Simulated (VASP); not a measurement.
# AlNi (Pm-3m) in VASP: notebook

Runs on AlNi. Level: PBE. Tasks: electric field gradients.

Everything below comes from runs of VASP 6.6.1. Logs are shortened: lines on timing, memory, paths and dates and some standing lists are left out, and cuts for length are marked.

**1. The cell of the first run**

Symmetry: Pm-3m, No. 221, cubic system. Conventional cell: a = 2.862 Å, b = 2.862 Å, c = 2.862 Å, α = 90.00°, β = 90.00°, γ = 90.00°. Al (site symmetry m-3m) has 8 Ni at 2.48 Å and 6 Al at 2.86 Å within 3.3 Å. Within 3.3 Å of Ni (site symmetry m-3m) lie 8 Al at 2.48 Å and 6 Ni at 2.86 Å.

**2. Electric field gradients, PBE, collinear spin, ferromagnetic start (11.72 Å³/atom)**

The input, INCAR:

```
SYSTEM = AlNi
  ALGO = Normal
  EDIFF = 1E-8
  ENCUT = 520
  GGA = PE
  ISIF = 2
  ISMEAR = -1
  ISPIN = 2
  LASPH = .TRUE.
  LCHARG = .FALSE.
  LEFG = .TRUE.
  LMAXMIX = 4
  LORBIT = 11
  LREAL = .FALSE.
  LWAVE = .FALSE.
  MAGMOM = 0 1.5
  NBANDS = 18
  NELM = 150
  PREC = Accurate
  SIGMA = 0.05
```

The input, KPOINTS:

```
k-points
0
G
  13 13 13
  0 0 0
```

The input, POSCAR:

```
AlNi
1.0
    2.8616638469      0.0000000000      0.0000000000
    0.0000000000      2.8616638469      0.0000000000
    0.0000000000      0.0000000000      2.8616638469
Al Ni
1 1
Direct
    0.0000000000      0.0000000000      0.0000000000
    0.5000000000      0.5000000000      0.5000000000
```

Potentials or basis: VASP PAW PBE potentials, release 64 (Al, Ni).

On the command line:

```
$ cat potpaw_PBE.64/Al/POTCAR potpaw_PBE.64/Ni/POTCAR > POTCAR
$ mpirun -np 1 vasp_std > vasp.out
```

OUTCAR:

```text
SYSTEM = AlNi
   EDIFF = 1E-8
   ENCUT = 520
   GGA = PE
   ISIF = 2
   ISMEAR = -1
   ISPIN = 2
   LASPH = .TRUE.
   LORBIT = 11
   LREAL = .FALSE.
   NELM = 150
   PREC = Accurate

 ion  position               nearest neighbor table
   1  0.000  0.000  0.000-   2 2.48   2 2.48   2 2.48   2 2.48   2 2.48   2 2.48   2 2.48   2 2.48

   2  0.500  0.500  0.500-   1 2.48   1 2.48   1 2.48   1 2.48   1 2.48   1 2.48   1 2.48   1 2.48

  LATTYP: Found a simple cubic cell.
 ALAT       =     2.8616638469

  Lattice vectors:

 A1 = (   2.8616638469,   0.0000000000,   0.0000000000)
 A2 = (   0.0000000000,   2.8616638469,   0.0000000000)
 A3 = (   0.0000000000,   0.0000000000,   2.8616638469)

Analysis of symmetry for initial positions (statically):
=====================================================================
 Subroutine PRICEL returns:
 Original cell was already a primitive cell.

 Routine SETGRP: Setting up the symmetry group for a
 simple cubic supercell.

 Subroutine GETGRP returns: Found 48 space group operations
 (whereof 48 operations were pure point group operations)
 out of a pool of 48 trial point group operations.

The static configuration has the point symmetry O_h .

Analysis of symmetry for dynamics (positions and initial velocities):
=====================================================================
 Subroutine PRICEL returns:
 Original cell was already a primitive cell.

 Routine SETGRP: Setting up the symmetry group for a
 simple cubic supercell.

 Subroutine GETGRP returns: Found 48 space group operations
 (whereof 48 operations were pure point group operations)
 out of a pool of 48 trial point group operations.

The dynamic configuration has the point symmetry O_h .

Analysis of structural, dynamic, and magnetic symmetry:
=====================================================================
 Subroutine PRICEL returns:
 Original cell was already a primitive cell.

 Routine SETGRP: Setting up the symmetry group for a
 simple cubic supercell.

 Subroutine GETGRP returns: Found 48 space group operations
 (whereof 48 operations were pure point group operations)
 out of a pool of 48 trial point group operations.

The overall configuration has the point symmetry O_h .

 Subroutine INISYM returns: Found 48 space group operations
[... 663 lines left out ...]

 k-point     1 :       0.0000    0.0000    0.0000
  band No.  band energies     occupation
      1      -0.9910      1.00000
      2       6.9719      1.00000
      3       6.9719      1.00000
      4       8.7130      1.00000
      5       8.7130      1.00000
      6       8.7130      1.00000
[... 493 lines left out ...]
     17      32.5174      0.00000
     18      35.4704      0.00000

 [... further k-points ...]

------------------------ aborting loop because EDIFF is reached ----------------------------------------

  FORCE on cell =-STRESS in cart. coord.  units (eV):
  Direction    XX          YY          ZZ          XY          YZ          ZX
  --------------------------------------------------------------------------------------
  -------------------------------------------------------------------------------------
  Total        0.8053397      0.8053397      0.8053397      0.0000000      0.0000000     -0.0000000
  in kB       55.0596991     55.0596991     55.0596991      0.0000000      0.0000000     -0.0000000
  external PRESSURE =      55.0596991 kB  Pullay stress =       0.0000000 kB

 VOLUME and BASIS-vectors are now :
 -----------------------------------------------------------------------------
  energy-cutoff  :      520.00
  volume of cell :       23.43
      direct lattice vectors                 reciprocal lattice vectors
     2.861663847  0.000000000  0.000000000     0.349447054  0.000000000  0.000000000
     0.000000000  2.861663847  0.000000000     0.000000000  0.349447054  0.000000000
     0.000000000  0.000000000  2.861663847     0.000000000  0.000000000  0.349447054

 POSITION                                       TOTAL-FORCE (eV/Angst)
 -----------------------------------------------------------------------------------
      0.00000      0.00000      0.00000         0.000000      0.000000      0.000000
      1.43083      1.43083      1.43083         0.000000      0.000000      0.000000
 -----------------------------------------------------------------------------------
    total drift:                                0.000000      0.000000     -0.000000

  FREE ENERGIE OF THE ION-ELECTRON SYSTEM (eV)
  ---------------------------------------------------
  free  energy   TOTEN  =       -10.5323908902 eV

  energy  without entropy=      -10.5277115037  energy(sigma->0) =      -10.53005120

 Electric field gradients (V/A^2)
---------------------------------------------------------------------
 ion       V_xx      V_yy      V_zz      V_xy      V_xz      V_yz
---------------------------------------------------------------------
   1      -0.000    -0.000    -0.000     0.000    -0.000     0.000
   2      -0.000    -0.000     0.000     0.000     0.000     0.000
---------------------------------------------------------------------

 Electric field gradients after diagonalization (V/A^2)
 (convention: |V_zz| > |V_xx| > |V_yy|)
----------------------------------------------------------------------
 ion       V_xx      V_yy      V_zz     asymmetry (V_yy - V_xx)/ V_zz
----------------------------------------------------------------------
   1      -0.000    -0.000    -0.000      -0.195
   2       0.000    -0.000    -0.000       1.165
----------------------------------------------------------------------

           NMR quadrupolar parameters

 Cq : quadrupolar parameter    Cq=e*Q*V_zz/h
 eta: asymmetry parameters     (V_yy - V_xx)/ V_zz
 Q  : nuclear electric quadrupole moment in mb (millibarn)
----------------------------------------------------------------------
 ion       Cq(MHz)       eta       Q (mb)
----------------------------------------------------------------------
   1      -0.000      -0.195       1.000
   2      -0.000       1.165       1.000
----------------------------------------------------------------------

 total charge

# of ion       s       p       d       tot
------------------------------------------
    1        0.386   0.423   0.000   0.808
    2        0.483   0.534   8.484   9.501
--------------------------------------------------
tot          0.869   0.956   8.484  10.310

 magnetization (x)

# of ion       s       p       d       tot
------------------------------------------
    1       -0.000  -0.000   0.000  -0.000
    2       -0.000   0.000  -0.000  -0.000
--------------------------------------------------
tot         -0.000   0.000  -0.000  -0.000
```

Wall time 25 s (1 thread of Intel Xeon 6975P-C (Granite Rapids), shared host); peak memory 0.18 GiB.

What came out:

```yaml
Free_energy: -10.5324 eV
Pressure: 5.5 GPa
Net_moment: 0.00 μB per cell
Largest_electric_field_gradient_by_atom: zero within the noise of the run
Valence_electrons_inside_the_program's_atomic_spheres: Al 0.81; Ni 9.50
```

Caveat: the cell stands under pressure.

**3. Electric field gradients, PBE, collinear spin, ferromagnetic start (11.84 Å³/atom)**

This run uses another cell than the first one, of 11.84 Å³/atom.

The input, INCAR:

```
ALGO = Normal ; EDIFF = 1E-8
ENCUT = 520 ; GGA = PE
ISIF = 2 ; ISMEAR = -1
ISPIN = 2 ; LASPH = T
LCHARG = F ; LEFG = T
LMAXMIX = 4 ; LORBIT = 11
LREAL = F ; LWAVE = F
MAGMOM = 0 1.5 ; NBANDS = 18
NELM = 150 ; PREC = Accurate
SIGMA = 0.05
```

The input, KPOINTS:

```
k-points
0
Gamma
  13 13 13
```

The input, POSCAR:

```
AlNi
1.0
    2.8713644765      0.0000000000      0.0000000000
    0.0000000000      2.8713644765      0.0000000000
    0.0000000000      0.0000000000      2.8713644765
Al Ni
1 1
Direct
    0.0000000000      0.0000000000      0.0000000000
    0.5000000000      0.5000000000      0.5000000000
```

Potentials or basis: VASP PAW PBE potentials, release 64 (Al, Ni).

On the command line:

```
$ cat potpaw_PBE.64/Al/POTCAR potpaw_PBE.64/Ni/POTCAR > POTCAR
$ mpirun -np 1 vasp_std > vasp.out
```

OUTCAR:

```text
EDIFF = 1E-8
   ENCUT = 520
   GGA = PE
   ISIF = 2
   ISMEAR = -1
   ISPIN = 2
   LASPH = T
   LORBIT = 11
   LREAL = F
   NELM = 150
   PREC = Accurate

 ion  position               nearest neighbor table
   1  0.000  0.000  0.000-   2 2.49   2 2.49   2 2.49   2 2.49   2 2.49   2 2.49   2 2.49   2 2.49

   2  0.500  0.500  0.500-   1 2.49   1 2.49   1 2.49   1 2.49   1 2.49   1 2.49   1 2.49   1 2.49

  LATTYP: Found a simple cubic cell.
 ALAT       =     2.8713644765

  Lattice vectors:

 A1 = (   2.8713644765,   0.0000000000,   0.0000000000)
 A2 = (   0.0000000000,   2.8713644765,   0.0000000000)
 A3 = (   0.0000000000,   0.0000000000,   2.8713644765)

Analysis of symmetry for initial positions (statically):
=====================================================================
 Subroutine PRICEL returns:
 Original cell was already a primitive cell.

 Routine SETGRP: Setting up the symmetry group for a
 simple cubic supercell.

 Subroutine GETGRP returns: Found 48 space group operations
 (whereof 48 operations were pure point group operations)
 out of a pool of 48 trial point group operations.

The static configuration has the point symmetry O_h .

Analysis of symmetry for dynamics (positions and initial velocities):
=====================================================================
 Subroutine PRICEL returns:
 Original cell was already a primitive cell.

[... 1196 lines left out ...]
  FORCE on cell =-STRESS in cart. coord.  units (eV):
  Direction    XX          YY          ZZ          XY          YZ          ZX
  --------------------------------------------------------------------------------------
  -------------------------------------------------------------------------------------
  Total        0.5446844      0.5446844      0.5446844     -0.0000000     -0.0000000      0.0000000
  in kB       36.8629883     36.8629883     36.8629883     -0.0000000     -0.0000000      0.0000000
  external PRESSURE =      36.8629883 kB  Pullay stress =       0.0000000 kB

 VOLUME and BASIS-vectors are now :
 -----------------------------------------------------------------------------
  energy-cutoff  :      520.00
  volume of cell :       23.67
      direct lattice vectors                 reciprocal lattice vectors
     2.871364477  0.000000000  0.000000000     0.348266480  0.000000000  0.000000000
     0.000000000  2.871364477  0.000000000     0.000000000  0.348266480  0.000000000
     0.000000000  0.000000000  2.871364477     0.000000000  0.000000000  0.348266480

 POSITION                                       TOTAL-FORCE (eV/Angst)
 -----------------------------------------------------------------------------------
      0.00000      0.00000      0.00000         0.000000      0.000000      0.000000
      1.43568      1.43568      1.43568         0.000000      0.000000      0.000000
 -----------------------------------------------------------------------------------
    total drift:                                0.000000      0.000000     -0.000000

  FREE ENERGIE OF THE ION-ELECTRON SYSTEM (eV)
  ---------------------------------------------------
  free  energy   TOTEN  =       -10.5392461950 eV

  energy  without entropy=      -10.5344553751  energy(sigma->0) =      -10.53685079

 Electric field gradients (V/A^2)
---------------------------------------------------------------------
 ion       V_xx      V_yy      V_zz      V_xy      V_xz      V_yz
---------------------------------------------------------------------
   1       0.000     0.000    -0.000    -0.000     0.000    -0.000
   2       0.000     0.000     0.000    -0.000     0.000     0.000
---------------------------------------------------------------------

 Electric field gradients after diagonalization (V/A^2)
 (convention: |V_zz| > |V_xx| > |V_yy|)
----------------------------------------------------------------------
 ion       V_xx      V_yy      V_zz     asymmetry (V_yy - V_xx)/ V_zz
----------------------------------------------------------------------
   1       0.000     0.000    -0.000       0.075
   2       0.000     0.000     0.000      -0.142
----------------------------------------------------------------------

           NMR quadrupolar parameters

 Cq : quadrupolar parameter    Cq=e*Q*V_zz/h
 eta: asymmetry parameters     (V_yy - V_xx)/ V_zz
 Q  : nuclear electric quadrupole moment in mb (millibarn)
----------------------------------------------------------------------
 ion       Cq(MHz)       eta       Q (mb)
----------------------------------------------------------------------
   1      -0.000       0.075       1.000
   2       0.000      -0.142       1.000
----------------------------------------------------------------------

 total charge

# of ion       s       p       d       tot
------------------------------------------
    1        0.385   0.418   0.000   0.803
    2        0.479   0.525   8.479   9.483
--------------------------------------------------
tot          0.864   0.943   8.479  10.286

 magnetization (x)

# of ion       s       p       d       tot
------------------------------------------
    1        0.000   0.000   0.000   0.000
    2       -0.000   0.000  -0.000  -0.000
--------------------------------------------------
tot         -0.000   0.000  -0.000  -0.000
```

OSZICAR:

```text
N       E                     dE             d eps       ncg     rms          rms(c)
DAV:   1     0.456566054738E+02    0.45657E+02   -0.50598E+03  6224   0.760E+02
DAV:   2    -0.923066072198E+01   -0.54887E+02   -0.48352E+02  6658   0.163E+02
DAV:   3    -0.118125056457E+02   -0.25818E+01   -0.25281E+01  7282   0.362E+01
DAV:   4    -0.118465905731E+02   -0.34085E-01   -0.34055E-01  7044   0.368E+00
DAV:   5    -0.118473602356E+02   -0.76966E-03   -0.76961E-03  7088   0.602E-01    0.132E+01
DAV:   6    -0.142066345631E+02   -0.23593E+01   -0.42970E+01  6990   0.778E+01    0.172E+01
DAV:   7    -0.105604108087E+02    0.36462E+01   -0.13129E+01  6916   0.456E+01    0.182E+00
DAV:   8    -0.105520617167E+02    0.83491E-02   -0.35748E-01  7936   0.567E+00    0.108E+00
DAV:   9    -0.105391017500E+02    0.12960E-01   -0.36041E-02  7320   0.175E+00    0.624E-01
DAV:  10    -0.105393182424E+02   -0.21649E-03   -0.15903E-03  8234   0.364E-01    0.193E-01
DAV:  11    -0.105391856552E+02    0.13259E-03   -0.13003E-03  7900   0.306E-01    0.916E-02
DAV:  12    -0.105392511434E+02   -0.65488E-04   -0.18551E-04  7576   0.128E-01    0.403E-02
DAV:  13    -0.105392461727E+02    0.49707E-05   -0.18669E-05  7946   0.462E-02    0.102E-02
DAV:  14    -0.105392463809E+02   -0.20815E-06   -0.18319E-06  8260   0.124E-02    0.615E-03
DAV:  15    -0.105392462273E+02    0.15351E-06   -0.97036E-08  8550   0.281E-03    0.184E-03
DAV:  16    -0.105392461990E+02    0.28381E-07   -0.61838E-09  3670   0.833E-04    0.650E-04
DAV:  17    -0.105392461950E+02    0.39922E-08   -0.14044E-09  3304   0.341E-04
   1 F= -.10539246E+02 E0= -.10536851E+02  d E =-.479082E-02  mag=     0.0000
```

stdout:

```text
POSCAR found type information on POSCAR AlNi
 POSCAR found :  2 types and       2 ions
 scaLAPACK will be used
 LDA part: xc-table for (Slater+PW92), standard interpolation
 POSCAR, INCAR and KPOINTS ok, starting setup
 FFT: planning ... GRIDC
 FFT: planning ... GRID_SOFT
 FFT: planning ... GRID
 WAVECAR not read
 entering main loop
ion   1

ion   2
```

Run time: 24 s. Hardware: 1 thread of Intel Xeon 6975P-C (Granite Rapids), shared host; peak memory 0.18 GiB.

Results:

| Quantity | Value |
| --- | --- |
| Free energy | -10.5392 eV |
| Pressure | 3.7 GPa |
| Net moment | 0.00 μB per cell |
| Largest electric field gradient by atom | zero within the noise of the run |
| Valence electrons inside the program's atomic spheres | Al 0.80; Ni 9.48 |

Caveat: the cell stands under pressure.

**4. Electric field gradients, PBE, collinear spin, ferromagnetic start (11.84 Å³/atom)**

This run uses another cell than the first one, of 11.84 Å³/atom.

The input, INCAR:

```
SYSTEM = AlNi
ALGO = Normal
EDIFF = 1E-8
ENCUT = 520
GGA = PE
ISIF = 2
ISMEAR = -1
ISPIN = 2
LASPH = .True.
LCHARG = .False.
LEFG = .True.
LMAXMIX = 4
LORBIT = 11
LREAL = .False.
LWAVE = .False.
MAGMOM = 0 1.5
NBANDS = 18
NELM = 150
PREC = Accurate
SIGMA = 0.05
```

The input, KPOINTS:

```
k-points
0
Gamma
  13 13 13
  0 0 0
```

POSCAR is that of step 3.

Potentials or basis: VASP PAW PBE potentials, release 64 (Al, Ni).

On the command line:

```
$ cat potpaw_PBE.64/Al/POTCAR potpaw_PBE.64/Ni/POTCAR > POTCAR
$ mpirun -np 1 vasp_std > vasp.out
```

OUTCAR:

```text
SYSTEM = AlNi
   EDIFF = 1E-8
   ENCUT = 520
   GGA = PE
   ISIF = 2
   ISMEAR = -1
   ISPIN = 2
   LASPH = .True.
   LORBIT = 11
   LREAL = .False.
   NELM = 150
   PREC = Accurate

 ion  position               nearest neighbor table
   1  0.000  0.000  0.000-   2 2.49   2 2.49   2 2.49   2 2.49   2 2.49   2 2.49   2 2.49   2 2.49

   2  0.500  0.500  0.500-   1 2.49   1 2.49   1 2.49   1 2.49   1 2.49   1 2.49   1 2.49   1 2.49

  LATTYP: Found a simple cubic cell.
 ALAT       =     2.8713644765

  Lattice vectors:

 A1 = (   2.8713644765,   0.0000000000,   0.0000000000)
 A2 = (   0.0000000000,   2.8713644765,   0.0000000000)
 A3 = (   0.0000000000,   0.0000000000,   2.8713644765)

Analysis of symmetry for initial positions (statically):
[... 1254 lines left out ...]
----------------------------------------------------------------------
 ion       V_xx      V_yy      V_zz     asymmetry (V_yy - V_xx)/ V_zz
----------------------------------------------------------------------
   1       0.000     0.000    -0.000       0.075
   2       0.000     0.000     0.000      -0.142
----------------------------------------------------------------------

           NMR quadrupolar parameters

 Cq : quadrupolar parameter    Cq=e*Q*V_zz/h
 eta: asymmetry parameters     (V_yy - V_xx)/ V_zz
 Q  : nuclear electric quadrupole moment in mb (millibarn)
----------------------------------------------------------------------
 ion       Cq(MHz)       eta       Q (mb)
----------------------------------------------------------------------
   1      -0.000       0.075       1.000
   2       0.000      -0.142       1.000
----------------------------------------------------------------------

 total charge

# of ion       s       p       d       tot
------------------------------------------
    1        0.385   0.418   0.000   0.803
    2        0.479   0.525   8.479   9.483
--------------------------------------------------
tot          0.864   0.943   8.479  10.286

 magnetization (x)

# of ion       s       p       d       tot
------------------------------------------
    1        0.000   0.000   0.000   0.000
    2       -0.000   0.000  -0.000  -0.000
--------------------------------------------------
tot         -0.000   0.000  -0.000  -0.000
```

stdout:

```text
POSCAR found type information on POSCAR AlNi
 POSCAR found :  2 types and       2 ions
 scaLAPACK will be used
 LDA part: xc-table for (Slater+PW92), standard interpolation
 POSCAR, INCAR and KPOINTS ok, starting setup
 FFT: planning ... GRIDC
 FFT: planning ... GRID_SOFT
 FFT: planning ... GRID
 WAVECAR not read
 entering main loop
ion   1

ion   2
```

It took 24 s on 1 thread of Intel Xeon 6975P-C (Granite Rapids), shared host; peak memory 0.18 GiB.

What came out:

```
Free energy                                           : -10.5392 eV
Pressure                                              : 3.7 GPa
Net moment                                            : 0.00 μB per cell
Largest electric field gradient by atom               : zero within the noise of the run
Valence electrons inside the program's atomic spheres : Al 0.80; Ni 9.48
```

Caveat: the cell stands under pressure.

(Continued in part 2 of 2.)
